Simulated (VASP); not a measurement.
Mg, 1 atom in the cell. The structure is cubic, space group Fm-3m (No. 225). The conventional cell has a = 4.489 Å, b = 4.489 Å, c = 4.489 Å, α = 90.00°, β = 90.00°, γ = 90.00°. Mg (site symmetry m-3m) has 12 Mg at 3.17 Å within 4.2 Å. 

| Item | Value |
| --- | --- |
| Program | VASP 6.6.1 |
| Task | relaxation of cell and atoms |
| Functional | LDA |
| Potentials or basis | VASP PAW LDA potentials, release 64 (Mg) |
| Cutoff | 600 eV |
| k mesh | 10 × 10 × 10 |
| Occupations | fermi-dirac, width 0.05 eV |
| Spin | no spin polarisation |
| Target pressure | 5 GPa |
| Dipole correction | no |
| Further INCAR settings | ALGO = Normal; EDIFF = 1e-06; IBRION = 2; EDIFFG = -0.02; NSW = 80; ISIF = 3 |

Potentials or basis: VASP PAW LDA potentials, release 64 (Mg).

The run is started by

```sh
$ cat potpaw_LDA.64/Mg/POTCAR > POTCAR
$ mpirun -np 1 vasp_std > vasp.out
```

Hardware: 1 thread of Intel(R) Xeon(R) Platinum 8559C (Emerald Rapids), with other jobs on the host.

Estimate the wall time of this run.

Run time: 7.9 s on 1 thread of Intel(R) Xeon(R) Platinum 8559C (Emerald Rapids), with other jobs on the host, peak memory 0.14 GiB. Counts: scf iterations 18, k points 47, ion steps 3.
